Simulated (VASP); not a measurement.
NaCl:

```
Na Cl
1.0
     0.00000    2.80270    2.80270
     2.80270    0.00000    2.80270
     2.80270    2.80270    0.00000
Na Cl
1 1
Direct
  0.00000 0.00000 0.00000
  0.50000 0.50000 0.50000
```

Program: VASP 6.6.1. Alike in all runs: no spin polarisation; cell as given; cutoff (eV) 520; smearing gaussian 0.01 eV.

Task: Order these runs on this cell by their band gap on the k mesh, lowest first.
A. level HSE06; potentials or basis VASP PAW PBE potentials, release 64 (Na_pv, Cl); k mesh 6 × 6 × 6; grid for exact exchange (PRECFOCK) Normal; share of exact exchange 0.25; screening parameter 0.2079 1/Å
B. level r2SCAN; potentials or basis VASP PAW PBE potentials, release 64 (Na_pv, Cl); k mesh 8 × 8 × 8
C. level LDA; potentials or basis VASP PAW LDA potentials, release 64 (Na_pv, Cl); k mesh 8 × 8 × 8
D. level PBE; potentials or basis VASP PAW PBE potentials, release 64 (Na_pv, Cl); k mesh 6 × 6 × 6

Result: C (4.77 eV), D (5.18 eV), B (6.00 eV), A (6.55 eV).

A k mesh can miss the band edges.
